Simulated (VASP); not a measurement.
# B (I4/mcm) in VASP: relaxation of cell and atoms with PBE

Aim: the relaxation of cell and atoms of B with PBE.

Everything below comes from runs of VASP 6.6.1. Logs are shortened: lines on timing, memory, paths and dates and some standing lists are left out, and cuts for length are marked.

### Step 1. The cell of the first run

The structure is tetragonal, space group I4/mcm (No. 140). The conventional cell has a = 3.389 Å, b = 3.389 Å, c = 5.443 Å, α = 90.00°, β = 90.00°, γ = 90.00°. B (site symmetry m2m) has 5 B at 1.71 to 2.11 Å within 2.3 Å.

The cell was generated, and may not be a known phase.

### Step 2. Relaxation of cell and atoms, PBE

The input, INCAR:

```
ALGO = Normal ; EDIFF = 1E-7
EDIFFG = -0.04 ; ENCUT = 1230
GGA = PE ; GGA_COMPAT = F
IBRION = 2 ; ISIF = 3
ISMEAR = 0 ; LASPH = T
LCHARG = F ; LREAL = F
LWAVE = F ; NELM = 120
NELMIN = 4 ; NSW = 90
PREC = Accurate ; SIGMA = 0.1
```

The input, KPOINTS:

```
k-points
0
Gamma
  8 8 8
```

The input, POSCAR:

```
B
1.0
   -1.6946780400      1.6946780400      2.7212783600
    1.6946780400     -1.6946780400      2.7212783600
    1.6946780400      1.6946780400     -2.7212783600
B
4
Direct
    0.7202863500      0.2202863500      0.9405727000
    0.2797136500      0.7797136500      0.0594273000
    0.7797136500      0.7202863500      0.5000000000
    0.2202863500      0.2797136500      0.5000000000
```

Potentials or basis: VASP PAW PBE potentials, release 64 (B_h).

Command:

```bash
> cat potpaw_PBE.64/B_h/POTCAR > POTCAR
> mpirun -np 1 vasp_std > vasp.out
```

OUTCAR:

```text
EDIFF = 1E-7
   EDIFFG = -0.04
   ENCUT = 1230
   GGA = PE
   IBRION = 2
   ISIF = 3
   ISMEAR = 0
   LASPH = T
   LREAL = F
   NELM = 120
   NELMIN = 4
   NSW = 90
   PREC = Accurate

 ion  position               nearest neighbor table
   1  0.720  0.220  0.941-
   2  0.280  0.780  0.059-
   3  0.780  0.720  0.500-
   4  0.220  0.280  0.500-

  LATTYP: Found a body centered tetragonal cell.
 ALAT       =     3.3893560800
 C/A-ratio  =     1.6057789714

  Lattice vectors:

 A1 = (  -1.6946780400,   1.6946780400,   2.7212783600)
 A2 = (   1.6946780400,  -1.6946780400,   2.7212783600)
 A3 = (   1.6946780400,   1.6946780400,  -2.7212783600)

Analysis of symmetry for initial positions (statically):
=====================================================================
 Subroutine PRICEL returns:
 Original cell was already a primitive cell.

 Routine SETGRP: Setting up the symmetry group for a
 body centered tetragonal supercell.

 Subroutine GETGRP returns: Found 16 space group operations
 (whereof  8 operations were pure point group operations)
 out of a pool of 16 trial point group operations.

The static configuration has the point symmetry C_4h.
 The point group associated with its full space group is D_4h.

Analysis of symmetry for dynamics (positions and initial velocities):
=====================================================================
 Subroutine PRICEL returns:
 Original cell was already a primitive cell.

 Routine SETGRP: Setting up the symmetry group for a
 body centered tetragonal supercell.

 Subroutine GETGRP returns: Found 16 space group operations
 (whereof  8 operations were pure point group operations)
 out of a pool of 16 trial point group operations.

The dynamic configuration has the point symmetry C_4h.
 The point group associated with its full space group is D_4h.

 Subroutine INISYM returns: Found 16 space group operations
 (whereof  8 operations are pure point group operations),
 and found     1 'primitive' translations

----------------------------------------------------------------------------------------

                                     Primitive cell

  volume of cell :      31.2613

  direct lattice vectors                    reciprocal lattice vectors
    -1.694678040  1.694678040  2.721278360     0.000000000  0.295041293  0.183737176
     1.694678040 -1.694678040  2.721278360     0.295041293  0.000000000  0.183737176
     1.694678040  1.694678040 -2.721278360     0.295041293  0.295041293  0.000000000

  length of vectors
     3.626185769  3.626185769  3.626185769     0.347575480  0.347575480  0.417251398

  position of ions in fractional coordinates (direct lattice)
     0.720286350  0.220286350  0.940572700
     0.279713650  0.779713650  0.059427300
     0.779713650  0.720286350  0.500000000
     0.220286350  0.279713650  0.500000000

  ion indices of the primitive-cell ions
   primitive index   ion index
                 1           1
                 2           2
                 3           3
                 4           4

----------------------------------------------------------------------------------------

 KPOINTS: k-points

Automatic generation of k-mesh.
 Grid dimensions read from file:
 generate k-points for:    8    8    8

 Generating k-lattice:

  Cartesian coordinates                     Fractional coordinates (reciprocal lattice)
     0.000000000  0.036880162  0.022967147     0.125000000  0.000000000 -0.000000000
     0.036880162  0.000000000  0.022967147     0.000000000  0.125000000 -0.000000000
     0.036880162  0.036880162  0.000000000     0.000000000  0.000000000  0.125000000

  Length of vectors
     0.043446935  0.043446935  0.052156425

  Shift w.r.t. Gamma in fractional coordinates (k-lattice)
     0.000000000  0.000000000  0.000000000

 Subroutine IBZKPT returns following result:
 ===========================================

 Found     59 irreducible k-points:

 Following reciprocal coordinates:
            Coordinates               Weight
  0.000000  0.000000  0.000000      1.000000
  0.125000  0.000000  0.000000      8.000000
  0.250000  0.000000  0.000000      8.000000
  0.375000 -0.000000  0.000000      8.000000
  0.500000  0.000000  0.000000      4.000000
  0.125000  0.125000  0.000000      8.000000
[... 16 lines left out ...]
  0.250000  0.125000  0.125000     16.000000
  0.375000  0.125000  0.125000      8.000000
 [... further k-points ...]
   k-points           NKPTS =     59   k-points in BZ     NKDIM =     59   number of bands    NBANDS=     10
   number of dos      NEDOS =    301   number of ions     NIONS =      4
   total plane-waves  NPLWV =  74088
   dimension x,y,z NGX =    42 NGY =   42 NGZ =   42
   dimension x,y,z NGXF=    84 NGYF=   84 NGZF=   84
   ions per type =               4
   NGX,Y,Z   is equivalent  to a cutoff of  19.26, 19.26, 19.26 a.u.
   NGXF,Y,Z  is equivalent  to a cutoff of  38.51, 38.51, 38.51 a.u.
 SYSTEM =  unknown system
   PREC   = accura    normal or accurate (medium, high low for compatibility)
   ISTART =      0    job   : 0-new  1-cont  2-samecut
   ICHARG =      2    charge: 1-file 2-atom 10-const
   ISPIN  =      1    spin polarized calculation?
   LNONCOLLINEAR =      F non collinear calculations
   LSORBIT =      F    spin-orbit coupling
   LASPH  =      T    aspherical Exc in radial PAW
   ENCUT  = 1230.0 eV  90.40 Ry    9.51 a.u.  10.37 10.37 10.37*2*pi/ulx,y,z
   NELM   =    120;   NELMIN=  4; NELMDL= -5     # of ELM steps
   EDIFF  = 0.1E-06   stopping-criterion for ELM
   LREAL  =      F    real-space projection
   EDIFFG = -.4E-01   stopping-criterion for IOM
   NSW    =     90    number of steps for IOM
   IBRION =      2    ionic relax: 0-MD 1-quasi-New 2-CG
   NFREE  =      1    steps in history (QN), initial steepest desc. (CG)
   ISIF   =      3    stress and relaxation
   ISYM   =      2    0-nonsym 1-usesym 2-fastsym
   POTIM  = 0.5000    time-step for ionic-motion
   TEBEG  =    0.0;   TEEND  =   0.0 temperature during run
   PSTRESS=    0.0 pullay stress
   NELECT =      12.0000    total number of electrons
   NUPDOWN=      -1.0000    fix difference up-down
   EMIN   =  10.00;   EMAX   =-10.00  energy-range for DOS
   EFERMI =   0.00;   METHOD = LEGACY
   ISMEAR =     0;   SIGMA  =   0.10  broadening in eV -4-tet -1-fermi 0-gaus
   EFERMI_NEDOS =   21; number of points for ismear=-14 and -15
   IALGO  =     38    algorithm
   IMIX   =      4    mixing-type and parameters
     AMIX     =   0.40;   BMIX     =  1.00
     AMIX_MAG =   1.60;   BMIX_MAG =  1.00
  volume/ion in A,a.u.               =       7.82        52.74
  Fermi-wavevector in a.u.,A,eV,Ry     =   1.189779  2.248355 19.260039  1.415573
  Thomas-Fermi vector in A             =   2.325878
   LORBIT       =      0    0 simple, 1 ext, 2 COOP (PROOUT), +10 PAW based schemes
   GGA     = PE    functional components
   LHFCALC =     F    Hartree Fock is set to
   AEXX    =    0.0000 exact exchange contribution
   IVDW    =     0    specifies the selected vdW correction
   LEPSILON=     F    determine dielectric tensor
   LRPA    =     F    only Hartree local field effects (RPA)
 conjugate gradient relaxation of ions
 non-spin polarized calculation
 Gauss-broadening in eV      SIGMA  =   0.10
  energy-cutoff  :     1230.00
  volume of cell :       31.26
 maximum number of plane-waves:      3085
 NGX is ok and might be reduce to    42
   NGX = 21   NGY = 21   NGZ = 21

--------------------------------------- Ionic step        1  -------------------------------------------

 number of electron      12.0000000 magnetization

 Free energy of the ion-electron system (eV)
  ---------------------------------------------------
  ext. energy  EPLUGINS =         0.00000000
  ---------------------------------------------------
  free energy    TOTEN  =       -21.15391815 eV

  energy without entropy =      -21.14717605  energy(sigma->0) =      -21.15054710

------------------------ aborting loop because EDIFF is reached ----------------------------------------

  FORCE on cell =-STRESS in cart. coord.  units (eV):
  Direction    XX          YY          ZZ          XY          YZ          ZX
  --------------------------------------------------------------------------------------
  -------------------------------------------------------------------------------------
  Total        2.7431202      2.7431202     -0.0671835      0.0000000     -0.0000000      0.0000000
  in kB      140.5879345    140.5879345     -3.4432272      0.0000000     -0.0000000      0.0000000
  external PRESSURE =      92.5775473 kB  Pullay stress =       0.0000000 kB
[... 95 lines left out ...]
  FREE ENERGIE OF THE ION-ELECTRON SYSTEM (eV)
  ---------------------------------------------------
  free  energy   TOTEN  =       -22.4579875450 eV

  energy  without entropy=      -22.4502926179  energy(sigma->0) =      -22.45414008

 E-fermi :   5.7934     XC(G=0): -10.0340

 val. band max:        5.7763860015   @ k =   0.3750   0.3750   0.0000
 cond. band min:       5.8182003792   @ k =   0.1250   0.1250   0.1250
 fundamental gap:      0.0418143777
 Fermi energy:         5.7933714220

 k-point     1 :       0.0000    0.0000    0.0000
  band No.  band energies     occupation
      1     -10.2152      2.00000
      2      -3.7113      2.00000
      3      -0.7988      2.00000
      4       0.1661      2.00000
      5       1.1185      2.00000
      6       1.1185      2.00000
      7       8.9893      0.00000
      8       9.9394      0.00000
      9       9.9394      0.00000
     10      10.7764      0.00000
[... 287 lines left out ...]
 k-point    24 :       0.3750    0.1250    0.1250
  band No.  band energies     occupation
      1      -7.1268      2.00000
      2      -7.1268      2.00000
      3      -2.8087      2.00000
      4      -2.8087      2.00000
      5       3.1034      2.00000
      6       3.1034      2.00000
      7       9.4342      0.00000
      8       9.4342      0.00000
      9       9.8837      0.00000
     10       9.8837      0.00000

 [... further k-points ...]

[... ionic steps 4 to 23 ...]

--------------------------------------- Ionic step       24  -------------------------------------------

 number of electron      12.0000000 magnetization

------------------------ aborting loop because EDIFF is reached ----------------------------------------

  FORCE on cell =-STRESS in cart. coord.  units (eV):
  Direction    XX          YY          ZZ          XY          YZ          ZX
  --------------------------------------------------------------------------------------
  -------------------------------------------------------------------------------------
  Total       -0.2557963     -0.2557963      0.1082498      0.0000000      0.0000000      0.0000000
  in kB       -9.5929023     -9.5929023      4.0595961      0.0000000      0.0000000      0.0000000
  external PRESSURE =      -5.0420695 kB  Pullay stress =       0.0000000 kB
[... 61 lines left out ...]
  energy  without entropy=      -24.0109760993  energy(sigma->0) =      -24.01284585

--------------------------------------- Ionic step       26  -------------------------------------------

 number of electron      12.0000000 magnetization

 Free energy of the ion-electron system (eV)
  ---------------------------------------------------
  ext. energy  EPLUGINS =         0.00000000
  ---------------------------------------------------
  free energy    TOTEN  =       -24.01513670 eV

  energy without entropy =      -24.01174604  energy(sigma->0) =      -24.01344137

 E-fermi :   4.9224     XC(G=0):  -9.3308

 val. band max:        4.8819925730   @ k =  -0.1250   0.1250   0.1250
 cond. band min:       5.0049041084   @ k =  -0.2500   0.2500   0.0000
 fundamental gap:      0.1229115354
 Fermi energy:         4.9223620508

 k-point     1 :       0.0000    0.0000    0.0000
  band No.  band energies     occupation
      1     -11.0273      2.00000
      2      -4.6614      2.00000
      3      -1.7945      2.00000
      4      -1.2637      2.00000
      5       0.1471      2.00000
      6       0.1471      2.00000
      7       7.5130      0.00000
      8       9.2192      0.00000
      9       9.2192      0.00000
     10      10.1370      0.00000
[... 287 lines left out ...]
 k-point    24 :       0.3750    0.1250    0.1250
  band No.  band energies     occupation
      1      -8.0423      2.00000
      2      -8.0423      2.00000
      3      -3.7258      2.00000
      4      -3.7258      2.00000
      5       2.1726      2.00000
      6       2.1726      2.00000
      7       8.5365      0.00000
      8       8.5365      0.00000
      9       8.8050      0.00000
     10       8.8050      0.00000

 [... further k-points ...]

------------------------ aborting loop because EDIFF is reached ----------------------------------------

  FORCE on cell =-STRESS in cart. coord.  units (eV):
  Direction    XX          YY          ZZ          XY          YZ          ZX
  --------------------------------------------------------------------------------------
  -------------------------------------------------------------------------------------
  Total        0.0817452      0.0817452      0.0538833      0.0000000      0.0000000      0.0000000
  in kB        3.0545698      3.0545698      2.0134548      0.0000000      0.0000000      0.0000000
  external PRESSURE =       2.7075315 kB  Pullay stress =       0.0000000 kB
[... 19 lines left out ...]
  FREE ENERGIE OF THE ION-ELECTRON SYSTEM (eV)
  ---------------------------------------------------
  free  energy   TOTEN  =       -24.0151367005 eV

  energy  without entropy=      -24.0117460434  energy(sigma->0) =      -24.01344137

 reached required accuracy - stopping structural energy minimisation
```

It took 7.6 min on 1 thread of AMD EPYC 9R45 (Zen 5), shared host; peak memory 0.25 GiB.

Results:

| Quantity | Value |
| --- | --- |
| Free energy | -24.0151 eV |
| Relaxed volume | 10.72 Å³/atom |
| Relaxed cell | a = 4.626 Å, b = 4.626 Å, c = 4.626 Å, α = 138.59°, β = 138.59°, γ = 60.00° |
| Space group after relaxing (to 0.1 Å) | I4/mcm (No. 140) |
| Energy gained by relaxing | 715.3 meV/atom |
| Ionic steps | 26 |
| Pressure after relaxing | 0.3 GPa |
| Band gap on the k mesh | zero (bands 6 and 7 overlap by 0.83 eV) |

Stress tensor (GPa, compression positive):
```
0.31 0.00 0.00
0.00 0.31 0.00
0.00 0.00 0.20
```

Step by step:
| step | energy change (eV) | largest force (eV/Å) | pressure (GPa) | volume (Å³) |
| --- | --- | --- | --- | --- |
| 1 | 0.0000 | 2.8323 | 9.26 | 31.26 |
| 2 | -1.2381 | 1.6361 | -19.11 | 33.34 |
| 3 | -1.3041 | 1.1311 | -23.20 | 33.79 |
| 4 | -1.8422 | 1.3299 | -10.69 | 31.76 |
| 5 | -1.8443 | 1.0865 | -11.88 | 31.88 |
| 6 | -2.2762 | 1.3583 | 12.27 | 29.96 |
| 7 | -2.2776 | 1.3852 | 14.25 | 29.83 |
| 8 | -2.4595 | 0.6156 | 10.93 | 30.84 |
| 9 | -2.4598 | 0.7295 | 10.83 | 30.90 |
| 10 | -2.5781 | 0.5246 | 3.40 | 32.54 |
| 11 | -2.6364 | 0.1437 | -7.73 | 35.69 |
| 12 | -2.7093 | 0.1379 | -5.58 | 36.42 |
| 13 | -2.7728 | 0.7699 | -1.13 | 37.72 |
| 14 | -2.7746 | 0.8921 | -0.31 | 37.98 |
| 15 | -2.8211 | 0.1327 | 1.68 | 38.45 |
| 16 | -2.8242 | 0.1512 | 2.66 | 38.63 |
| 17 | -2.8243 | 0.1185 | 2.54 | 38.61 |
| 18 | -2.8311 | 0.1707 | 1.41 | 39.15 |
| 19 | -2.8389 | 0.2951 | -1.47 | 40.67 |
| 20 | -2.8430 | 0.2341 | -1.47 | 40.93 |
| 21 | -2.8517 | 0.0526 | -1.49 | 41.70 |
| 22 | -2.8540 | 0.3362 | -1.49 | 43.26 |
| 23 | -2.8556 | 0.1793 | -1.50 | 42.65 |
| 24 | -2.8595 | 0.1312 | -0.50 | 42.72 |
| 25 | -2.8608 | 0.0813 | 0.51 | 42.79 |
| 26 | -2.8612 | 0.0006 | 0.27 | 42.88 |

Final structure:
```
B
1.0
    -1.63565    1.63565    4.00666
     1.63565   -1.63565    4.00666
     1.63565    1.63565   -4.00666
B
4
Direct
  0.67244 0.17244 0.84487
  0.32756 0.82756 0.15513
  0.82756 0.67244 0.50000
  0.17244 0.32756 0.50000
```

Caveat: the volume moved by over 15 % at a fixed basis, so the end points are rough.

The gap in the log of VASP goes by the Fermi energy; the results here count the filled bands.